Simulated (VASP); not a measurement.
# LiCl (Fm-3m) in VASP: notebook, part 2 of 2

VASP 6.6.1.

**4. Single point, r2SCAN (volume scaled by 1.10)**

POSCAR reads:

```
LiCl
1.0
    0.0000000000      2.6387170489      2.6387170489
    2.6387170489      0.0000000000      2.6387170489
    2.6387170489      2.6387170489      0.0000000000
Li Cl
1 1
Direct
    0.0000000000      0.0000000000      0.0000000000
    0.5000000000      0.5000000000      0.5000000000
```

INCAR.step1 reads:

```
SYSTEM = LiCl
ALGO = Normal
EDIFF = 1E-4
ENCUT = 520
GGA = PE
ISMEAR = 0
LASPH = .TRUE.
LCHARG = .FALSE.
LREAL = .FALSE.
LWAVE = .TRUE.
NBANDS = 12
NELM = 100
PREC = Accurate
SIGMA = 0.02
```

INCAR.step2 reads:

```
SYSTEM = LiCl
ALGO = Normal
EDIFF = 1E-6
ENCUT = 520
ISIF = 2
ISMEAR = 0
ISTART = 1
LASPH = .TRUE.
LCHARG = .FALSE.
LMIXTAU = .TRUE.
LREAL = .FALSE.
LWAVE = .FALSE.
METAGGA = R2SCAN
NBANDS = 12
NELM = 100
PREC = Accurate
SIGMA = 0.02
```

KPOINTS reads:

```
k-points
0
G
  8 8 8
  0 0 0
```

Potentials or basis: VASP PAW PBE potentials, release 64 (Li_sv, Cl).

Started as:

```sh
> cat potpaw_PBE.64/Li_sv/POTCAR potpaw_PBE.64/Cl/POTCAR > POTCAR
> cp INCAR.step1 INCAR
> mpirun -np 1 vasp_std > vasp.out
> cp INCAR.step2 INCAR
> mpirun -np 1 vasp_std > vasp.out
```

OUTCAR:

```text
SYSTEM = LiCl
   EDIFF = 1E-6
   ENCUT = 520
   ISIF = 2
   ISMEAR = 0
   ISTART = 1
   LASPH = .TRUE.
   LREAL = .FALSE.
   METAGGA = R2SCAN
   NELM = 100
   PREC = Accurate

 ion  position               nearest neighbor table
   1  0.000  0.000  0.000-
   2  0.500  0.500  0.500-

  LATTYP: Found a face centered cubic cell.
 ALAT       =     5.2774340978

  Lattice vectors:

 A1 = (   0.0000000000,   2.6387170489,   2.6387170489)
 A2 = (   2.6387170489,   0.0000000000,   2.6387170489)
 A3 = (   2.6387170489,   2.6387170489,   0.0000000000)

Analysis of symmetry for initial positions (statically):
=====================================================================
 Subroutine PRICEL returns:
 Original cell was already a primitive cell.

 Routine SETGRP: Setting up the symmetry group for a
 face centered cubic supercell.

 Subroutine GETGRP returns: Found 48 space group operations
 (whereof 48 operations were pure point group operations)
 out of a pool of 48 trial point group operations.

The static configuration has the point symmetry O_h .

Analysis of symmetry for dynamics (positions and initial velocities):
=====================================================================
 Subroutine PRICEL returns:
 Original cell was already a primitive cell.

 Routine SETGRP: Setting up the symmetry group for a
 face centered cubic supercell.

 Subroutine GETGRP returns: Found 48 space group operations
 (whereof 48 operations were pure point group operations)
 out of a pool of 48 trial point group operations.

The dynamic configuration has the point symmetry O_h .

 Subroutine INISYM returns: Found 48 space group operations
 (whereof 48 operations are pure point group operations),
 and found     1 'primitive' translations

----------------------------------------------------------------------------------------

[... 113 lines left out ...]
  volume/ion in A,a.u.               =      18.37       123.99
  Fermi-wavevector in a.u.,A,eV,Ry     =   1.060894  2.004799 15.313305  1.125496
  Thomas-Fermi vector in A             =   2.196291
   LORBIT       =      0    0 simple, 1 ext, 2 COOP (PROOUT), +10 PAW based schemes
   METAGGA = R2SCAN    functional components
   LHFCALC =     F    Hartree Fock is set to
   AEXX    =    0.0000 exact exchange contribution
   IVDW    =     0    specifies the selected vdW correction
   LEPSILON=     F    determine dielectric tensor
   LRPA    =     F    only Hartree local field effects (RPA)
 non-spin polarized calculation
 Gauss-broadening in eV      SIGMA  =   0.02
  energy-cutoff  :      520.00
  volume of cell :       36.75
 maximum number of plane-waves:       999
   NGX = 13   NGY = 13   NGZ = 13

 number of electron       9.9999999 magnetization

 Free energy of the ion-electron system (eV)
  ---------------------------------------------------
  ext. energy  EPLUGINS =         0.00000000
  ---------------------------------------------------
  free energy    TOTEN  =       -12.54753078 eV

  energy without entropy =      -12.54753078  energy(sigma->0) =      -12.54753078

 E-fermi :  -0.3178     XC(G=0):  -8.7739

 val. band max:       -0.4154437935   @ k =   0.0000   0.0000   0.0000
 cond. band min:       6.4035105304   @ k =   0.0000   0.0000   0.0000
 fundamental gap:      6.8189543239
 Fermi energy:        -0.3178413420

 k-point     1 :       0.0000    0.0000    0.0000
  band No.  band energies     occupation
      1     -45.3977      2.00000
      2     -14.1138      2.00000
      3      -0.4155      2.00000
      4      -0.4155      2.00000
      5      -0.4154      2.00000
      6       6.4035      0.00000
      7      12.1639      0.00000
      8      12.1639      0.00000
      9      12.1639      0.00000
     10      14.7335      0.00000
     11      14.7339      0.00000
     12      14.9138      0.00000
[... 331 lines left out ...]
 k-point    24 :      -0.3750    0.2500    0.1250
  band No.  band energies     occupation
      1     -45.3959      2.00000
      2     -13.5455      2.00000
      3      -2.6679      2.00000
      4      -1.5538      2.00000
      5      -0.9277      2.00000
      6       8.4034      0.00000
      7       9.6259      0.00000
      8      10.8175      0.00000
      9      11.7866      0.00000
     10      15.6600      0.00000
     11      16.3256      0.00000
     12      18.2233      0.00000

 [... further k-points ...]
[... 5 lines left out ...]
  --------------------------------------------------------------------------------------
  -------------------------------------------------------------------------------------
  Total       -0.7313061     -0.7313061     -0.7313061     -0.0000000      0.0000000      0.0000000
  in kB      -31.8860916    -31.8860916    -31.8860916     -0.0000000      0.0000000      0.0000000
  external PRESSURE =     -31.8860916 kB  Pullay stress =       0.0000000 kB

 VOLUME and BASIS-vectors are now :
 -----------------------------------------------------------------------------
  energy-cutoff  :      520.00
  volume of cell :       36.75
      direct lattice vectors                 reciprocal lattice vectors
     0.000000000  2.638717049  2.638717049    -0.189486023  0.189486023  0.189486023
     2.638717049  0.000000000  2.638717049     0.189486023 -0.189486023  0.189486023
     2.638717049  2.638717049  0.000000000     0.189486023  0.189486023 -0.189486023

 POSITION                                       TOTAL-FORCE (eV/Angst)
 -----------------------------------------------------------------------------------
      0.00000      0.00000      0.00000        -0.000000     -0.000000      0.000000
      2.63872      2.63872      2.63872         0.000000      0.000000     -0.000000
 -----------------------------------------------------------------------------------
    total drift:                                0.000000      0.000000      0.000000

  FREE ENERGIE OF THE ION-ELECTRON SYSTEM (eV)
  ---------------------------------------------------
  free  energy   TOTEN  =       -12.5475307781 eV

  energy  without entropy=      -12.5475307781  energy(sigma->0) =      -12.54753078
```

OUTCAR.step1:

```text
SYSTEM = LiCl
   EDIFF = 1E-4
   ENCUT = 520
   GGA = PE
   ISMEAR = 0
   LASPH = .TRUE.
   LREAL = .FALSE.
[... 582 lines left out ...]
      0.00000      0.00000      0.00000        -0.000000      0.000000      0.000000
      2.63872      2.63872      2.63872         0.000000     -0.000000     -0.000000
 -----------------------------------------------------------------------------------
    total drift:                                0.000000      0.000000      0.000000

  FREE ENERGIE OF THE ION-ELECTRON SYSTEM (eV)
  ---------------------------------------------------
  free  energy   TOTEN  =        -7.3687865694 eV

  energy  without entropy=       -7.3687865694  energy(sigma->0) =       -7.36878657
```

OSZICAR.step1:

```text
N       E                     dE             d eps       ncg     rms          rms(c)
DAV:   1     0.401920753128E+02    0.40192E+02   -0.38302E+03   696   0.752E+02
DAV:   2    -0.477691677663E+01   -0.44969E+02   -0.43158E+02   916   0.141E+02
DAV:   3    -0.737393258902E+01   -0.25970E+01   -0.25877E+01   860   0.346E+01
DAV:   4    -0.744284036785E+01   -0.68908E-01   -0.68884E-01  1044   0.610E+00
DAV:   5    -0.744339354081E+01   -0.55317E-03   -0.55317E-03   872   0.532E-01    0.231E+00
DAV:   6    -0.736119782431E+01    0.82196E-01   -0.18527E-01   904   0.196E+00    0.164E+00
DAV:   7    -0.736377704633E+01   -0.25792E-02   -0.53851E-02  1044   0.119E+00    0.919E-01
DAV:   8    -0.736882090230E+01   -0.50439E-02   -0.73674E-03   828   0.595E-01    0.158E-01
DAV:   9    -0.736878656944E+01    0.34333E-04   -0.26999E-04   896   0.114E-01
   1 F= -.73687866E+01 E0= -.73687866E+01  d E =-.331303E-48
```

It used 71 s of CPU time on 1 thread of AMD EPYC 7R13 Processor (Zen 3), with other jobs on the host.

What came out:

| Item | Value |
| --- | --- |
| Free energy | -12.5475 eV |
| Band gap on the k mesh | 6.82 eV, direct |

Levels at points of the mesh, in eV from the valence-band top:
```
           k point  band 3  band 4  band 5  band 6  band 7  band 8
(0.00, 0.00, 0.00)    0.00    0.00    0.00    6.82   12.58   12.58
(0.50, 0.00, 0.00)   -2.50   -0.24   -0.24    7.43   10.27   10.27
(0.50, 0.50, 0.00)   -2.56   -0.97   -0.97    8.62    9.03   12.82
```

Caveat: the cutoff is under 1.25 times the usual one of these potentials, so pressure, stress and relaxed cells hold a basis-set (Pulay) error; the PAW data sets were made with another functional, which shifts forces and pressure a little. A k mesh can miss the band edges.

**5. Summary**

```tsv
cell	gap on the mesh (eV)
a = 3.651 Å, angles 60.0°, 2 atoms	7.17
a = 3.686 Å, angles 60.0°, 2 atoms	7.01
a = 3.732 Å, angles 60.0°, 2 atoms	6.82
```

Alike in all rows: task single point; level r2SCAN; potentials or basis VASP PAW PBE potentials, release 64 (Li_sv, Cl); no spin polarisation; k mesh 8 × 8 × 8; cutoff (eV) 520; smearing gaussian 0.02 eV.

Caveats: the cutoff is under 1.25 times the usual one of these potentials, so pressure, stress and relaxed cells hold a basis-set (Pulay) error; the PAW data sets were made with another functional, which shifts forces and pressure a little.

Total energies depend on the potentials used, so only differences within one code and one set of settings carry meaning.
